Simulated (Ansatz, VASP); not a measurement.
**One calculation of C, two programs**

Contents of INCAR:

```
SYSTEM = C
PREC = Accurate ; ENCUT = 600
EDIFF = 1E-7 ; ISMEAR = -1
SIGMA = 0.05 ; LREAL = .False.
LASPH = .True. ; NELM = 100
ALGO = Normal ; ISIF = 3
LWAVE = .False. ; LCHARG = .False.
GGA = PS ; IBRION = 2
NSW = 60 ; EDIFFG = -0.005
```

Contents of KPOINTS:

```
Automatic mesh
0
Gamma
  24 24 13
  0 0 0
```

Contents of POSCAR:

```
C
1.0
    2.1003865828      0.0000000000      0.0000000000
   -1.0501932914      1.8189881384      0.0000000000
    0.0000000000      0.0000000000      3.4026262641
C
2
Direct
    0.3333333333      0.6666666667      0.2500000000
    0.6666666667      0.3333333333      0.7500000000
```

Input for Ansatz:

```yaml
crystal:
  lattice:
    - [2.1003865828, 0.0, 0.0]
    - [-1.0501932914, 1.8189881384, 0.0]
    - [0.0, 0.0, 3.4026262641]
  atoms:
    - { symbol: C, position: [0.3333333333, 0.6666666667, 0.25] }
    - { symbol: C, position: [0.6666666667, 0.3333333333, 0.75] }
kpoints:
  mp_grid: { grid: [24, 24, 13] }
scf:
  occupations: { method: fermi_dirac, width: 0.05 }
hamiltonian:
  xc: pbesol
  pseudopotentials: { kind: paw }
output:
  forces: true
  stress: true
  write_density: true
  write_potential: true
  elf: true
  volumetric_format: npy
relax:
  f_tol: 0.005
  max_steps: 40
  cell: {}
```

Alike in both runs: task relaxation of cell and atoms; functional PBEsol; k mesh 24 × 24 × 13; occupations fermi-dirac, width 0.05 eV; no spin polarisation.

|  | VASP | Ansatz |
| --- | --- | --- |
| version | VASP 6.6.1 | Ansatz 0.2.0 |
| potentials or method | VASP PAW PBE potentials, release 64 (C) | PAW with Ansatz's default frozen-core files, scalar-relativistic |
| plane-wave cutoff (eV) | 600 | 420 |
| valence electrons in the cell | 8 | 8 |

```csv
,VASP,Ansatz,Ansatz less VASP
relaxed volume (Å³/atom),6.57,7.96,+1.383
relaxed length of the cell vector where the two differ most in proportion (Å),5.223,6.312,+1.0884
```

VASP's potentials were made for PBE, not for PBEsol. One of these differences is far larger than is usual between the two programs; its cause wasn't traced.
